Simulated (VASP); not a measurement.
# Bi in VASP: notebook, part 2 of 2

VASP 6.6.1.

**4. Single point, PBEsol**

This run uses another cell than the first one, of 28.03 Å³/atom.

The input, INCAR:

```
ALGO = Normal
EDIFF = 1E-6
ENCUT = 520
GGA = PS
ISIF = 2
ISMEAR = -1
LASPH = True
LCHARG = False
LREAL = False
LWAVE = False
NBANDS = 22
NELM = 80
PREC = Accurate
SIGMA = 0.05
```

The input, KPOINTS:

```
k-points
0
Gamma
  8 8 4
```

The input, POSCAR:

```
Bi
1.0
    3.2560010824      0.0000000000      0.0219267230
    0.0000000000      3.0750158353      0.0000000000
   -0.0372618252      0.0000000000      5.5986318975
Bi
2
Direct
    0.7503318920      0.0000000000      0.7500033198
    0.2496681080      0.0000000000      0.2499966802
```

Potentials or basis: VASP PAW PBE potentials, release 64 (Bi_d).

Command:

```sh
> cat potpaw_PBE.64/Bi_d/POTCAR > POTCAR
> mpirun -np 1 vasp_std > vasp.out
```

OUTCAR:

```text
EDIFF = 1E-6
   ENCUT = 520
   GGA = PS
   ISIF = 2
   ISMEAR = -1
   LASPH = True
   LREAL = False
   NELM = 80
   PREC = Accurate

 ion  position               nearest neighbor table
   1  0.750  0.000  0.750-   2 3.24   2 3.24   2 3.24   2 3.24
   2  0.250  0.000  0.250-   1 3.24   1 3.24   1 3.24   1 3.24

  LATTYP: Found a simple monoclinic cell.
 ALAT       =     3.2560749116
 B/A-ratio  =     0.9443934549
 C/A-ratio  =     1.7194800632
 COS(beta)  =    -0.0000787224

  Lattice vectors:

 A1 = (   3.2560010824,   0.0000000000,   0.0219267230)
 A2 = (   0.0000000000,  -3.0750158353,   0.0000000000)
 A3 = (   0.0372618252,   0.0000000000,  -5.5986318975)

Analysis of symmetry for initial positions (statically):
=====================================================================
 Subroutine PRICEL returns:
 Original cell was already a primitive cell.

 Routine SETGRP: Setting up the symmetry group for a
 simple monoclinic supercell.

 Subroutine GETGRP returns: Found  4 space group operations
 (whereof  4 operations were pure point group operations)
 out of a pool of  4 trial point group operations.

The static configuration has the point symmetry C_2h.

Analysis of symmetry for dynamics (positions and initial velocities):
=====================================================================
 Subroutine PRICEL returns:
 Original cell was already a primitive cell.

 Routine SETGRP: Setting up the symmetry group for a
 simple monoclinic supercell.

 Subroutine GETGRP returns: Found  4 space group operations
 (whereof  4 operations were pure point group operations)
 out of a pool of  4 trial point group operations.

The dynamic configuration has the point symmetry C_2h.

 Subroutine INISYM returns: Found  4 space group operations
 (whereof  4 operations are pure point group operations),
 and found     1 'primitive' translations

----------------------------------------------------------------------------------------

                                     Primitive cell

  volume of cell :      56.0574

  direct lattice vectors                    reciprocal lattice vectors
     3.256001082  0.000000000  0.021926723     0.307111440  0.000000000  0.002043987
     0.000000000  3.075015835  0.000000000     0.000000000  0.325201577  0.000000000
    -0.037261825  0.000000000  5.598631897    -0.001202784  0.000000000  0.178607060

  length of vectors
     3.256074912  3.075015835  5.598755895     0.307118242  0.325201577  0.178611110

  position of ions in fractional coordinates (direct lattice)
     0.750331892  0.000000000  0.750003320
     0.249668108  0.000000000  0.249996680

  ion indices of the primitive-cell ions
   primitive index   ion index
                 1           1
                 2           2

----------------------------------------------------------------------------------------

 KPOINTS: k-points

Automatic generation of k-mesh.
 Grid dimensions read from file:
 generate k-points for:    8    8    4

 Generating k-lattice:

  Cartesian coordinates                     Fractional coordinates (reciprocal lattice)
     0.038388930  0.000000000  0.000255498     0.125000000  0.000000000  0.000000000
     0.000000000  0.040650197  0.000000000     0.000000000  0.125000000  0.000000000
    -0.000300696  0.000000000  0.044651765     0.000000000  0.000000000  0.250000000

  Length of vectors
     0.038389780  0.040650197  0.044652777

  Shift w.r.t. Gamma in fractional coordinates (k-lattice)
     0.000000000  0.000000000  0.000000000

 Subroutine IBZKPT returns following result:
 ===========================================

 Found     90 irreducible k-points:

 Following reciprocal coordinates:
            Coordinates               Weight
  0.000000  0.000000  0.000000      1.000000
  0.125000  0.000000  0.000000      2.000000
  0.250000  0.000000  0.000000      2.000000
  0.375000  0.000000  0.000000      2.000000
  0.500000  0.000000  0.000000      1.000000
  0.000000  0.125000  0.000000      2.000000
[... 16 lines left out ...]
  0.250000  0.500000  0.000000      2.000000
  0.375000  0.500000  0.000000      2.000000
 [... further k-points ...]
   k-points           NKPTS =     90   k-points in BZ     NKDIM =     90   number of bands    NBANDS=     22
   number of dos      NEDOS =    301   number of ions     NIONS =      2
   total plane-waves  NPLWV =  24192
   dimension x,y,z NGX =    24 NGY =   24 NGZ =   42
   dimension x,y,z NGXF=    48 NGYF=   48 NGZF=   84
   ions per type =               2
   NGX,Y,Z   is equivalent  to a cutoff of  12.25, 12.98, 12.47 a.u.
   NGXF,Y,Z  is equivalent  to a cutoff of  24.51, 25.95, 24.94 a.u.
 SYSTEM =  unknown system
   PREC   = accura    normal or accurate (medium, high low for compatibility)
   ISTART =      0    job   : 0-new  1-cont  2-samecut
   ICHARG =      2    charge: 1-file 2-atom 10-const
   ISPIN  =      1    spin polarized calculation?
   LNONCOLLINEAR =      F non collinear calculations
   LSORBIT =      F    spin-orbit coupling
   LASPH  =      T    aspherical Exc in radial PAW
   ENCUT  =  520.0 eV  38.22 Ry    6.18 a.u.   6.05  5.72 10.41*2*pi/ulx,y,z
   NELM   =     80;   NELMIN=  2; NELMDL= -5     # of ELM steps
   EDIFF  = 0.1E-05   stopping-criterion for ELM
   LREAL  =      F    real-space projection
   EDIFFG = 0.1E-04   stopping-criterion for IOM
   NSW    =      0    number of steps for IOM
   IBRION =     -1    ionic relax: 0-MD 1-quasi-New 2-CG
   NFREE  =      0    steps in history (QN), initial steepest desc. (CG)
   ISIF   =      2    stress and relaxation
   ISYM   =      2    0-nonsym 1-usesym 2-fastsym
   POTIM  = 0.5000    time-step for ionic-motion
   TEBEG  =    0.0;   TEEND  =   0.0 temperature during run
   PSTRESS=    0.0 pullay stress
   NELECT =      30.0000    total number of electrons
   NUPDOWN=      -1.0000    fix difference up-down
   EMIN   =  10.00;   EMAX   =-10.00  energy-range for DOS
   EFERMI =   0.00;   METHOD = LEGACY
   ISMEAR =    -1;   SIGMA  =   0.05  broadening in eV -4-tet -1-fermi 0-gaus
   EFERMI_NEDOS =   21; number of points for ismear=-14 and -15
   IALGO  =     38    algorithm
   IMIX   =      4    mixing-type and parameters
     AMIX     =   0.40;   BMIX     =  1.00
     AMIX_MAG =   1.60;   BMIX_MAG =  1.00
  volume/ion in A,a.u.               =      28.03       189.15
  Fermi-wavevector in a.u.,A,eV,Ry     =   1.329140  2.511711 24.036242  1.766614
  Thomas-Fermi vector in A             =   2.458325
   LORBIT       =      0    0 simple, 1 ext, 2 COOP (PROOUT), +10 PAW based schemes
   GGA     = PS    functional components
   LHFCALC =     F    Hartree Fock is set to
   AEXX    =    0.0000 exact exchange contribution
   IVDW    =     0    specifies the selected vdW correction
   LEPSILON=     F    determine dielectric tensor
   LRPA    =     F    only Hartree local field effects (RPA)
 non-spin polarized calculation
  energy-cutoff  :      520.00
  volume of cell :       56.06
 maximum number of plane-waves:      1536
   NGX = 13   NGY = 11   NGZ = 21

 number of electron      30.0000006 magnetization

 Free energy of the ion-electron system (eV)
  ---------------------------------------------------
  ext. energy  EPLUGINS =         0.00000000
  ---------------------------------------------------
  free energy    TOTEN  =        -8.31226950 eV

  energy without entropy =       -8.30530278  energy(sigma->0) =       -8.30878614

 E-fermi :   9.2323     XC(G=0): -10.8810

 val. band max:        9.2131931519   @ k =   0.3750   0.0000   0.0000
 cond. band min:       9.3648615349   @ k =   0.3750   0.3750   0.2500
 fundamental gap:      0.1516683830
 Fermi energy:         9.2323186716

 k-point     1 :       0.0000    0.0000    0.0000
  band No.  band energies     occupation
      1     -14.2045      2.00000
      2     -14.1304      2.00000
      3     -13.9390      2.00000
      4     -13.9258      2.00000
      5     -13.9103      2.00000
      6     -13.7945      2.00000
[... 14 lines left out ...]
     21      18.4245      0.00000
     22      18.7995      0.00000
[... 552 lines left out ...]
  band No.  band energies     occupation
      1     -13.9421      2.00000
      2     -13.9276      2.00000
      3     -13.9244      2.00000
      4     -13.9159      2.00000
      5     -13.8587      2.00000
      6     -13.8063      2.00000
[... 14 lines left out ...]
     21      14.4332      0.00000
     22      16.1680      0.00000

 [... further k-points ...]

------------------------ aborting loop because EDIFF is reached ----------------------------------------

  FORCE on cell =-STRESS in cart. coord.  units (eV):
  Direction    XX          YY          ZZ          XY          YZ          ZX
  --------------------------------------------------------------------------------------
  -------------------------------------------------------------------------------------
  Total        3.4633224      3.4688599      3.4641815      0.0000000      0.0000000     -0.0003466
  in kB       98.9851911     99.1434577     99.0097466      0.0000000      0.0000000     -0.0099076
  external PRESSURE =      99.0461318 kB  Pullay stress =       0.0000000 kB

 VOLUME and BASIS-vectors are now :
 -----------------------------------------------------------------------------
  energy-cutoff  :      520.00
  volume of cell :       56.06
      direct lattice vectors                 reciprocal lattice vectors
     3.256001082  0.000000000  0.021926723     0.307111440  0.000000000  0.002043987
     0.000000000  3.075015835  0.000000000     0.000000000  0.325201577  0.000000000
    -0.037261825  0.000000000  5.598631897    -0.001202784  0.000000000  0.178607060

 POSITION                                       TOTAL-FORCE (eV/Angst)
 -----------------------------------------------------------------------------------
      2.41513      0.00000      4.21544        -0.000188     -0.000000     -0.000189
      0.80360      0.00000      1.40511         0.000188      0.000000      0.000189
 -----------------------------------------------------------------------------------
    total drift:                                0.000000     -0.000000     -0.000000

  FREE ENERGIE OF THE ION-ELECTRON SYSTEM (eV)
  ---------------------------------------------------
  free  energy   TOTEN  =        -8.3122695014 eV

  energy  without entropy=       -8.3053027847  energy(sigma->0) =       -8.30878614
```

It took 22 s on 1 thread of Intel Xeon 6975P-C (Granite Rapids), shared host; peak memory 0.22 GiB.

What came out:

| Property | Result |
| --- | --- |
| Free energy | -8.3123 eV |
| Pressure | 9.9 GPa |
| Band gap on the k mesh | zero (bands 15 and 16 overlap by 6.61 eV) |

Caveat: the cell stands under pressure; the PAW data sets were made with another functional, which shifts forces and pressure a little; spin-orbit coupling is left out, which moves the levels of the heavy elements.

**5. The runs side by side**

| cell | gap on the mesh (eV) | pressure (GPa) |
| --- | --- | --- |
| a = 3.144, b = 2.918, c = 5.273 Å, 2 atoms | none | 29.9 |
| a = 3.186, b = 2.982, c = 5.425 Å, 2 atoms | none | 19.9 |
| a = 3.256, b = 3.075, c = 5.599 Å, 2 atoms | none | 9.9 |

Alike in all rows: task single point; level PBEsol; potentials or basis VASP PAW PBE potentials, release 64 (Bi_d); no spin polarisation; k mesh 8 × 8 × 4; cutoff (eV) 520; smearing fermi-dirac 0.05 eV.

Caveats: the cell stands under pressure; the PAW data sets were made with another functional, which shifts forces and pressure a little; spin-orbit coupling is left out, which moves the levels of the heavy elements.

Absolute energies hang on the potentials; compare differences alone.
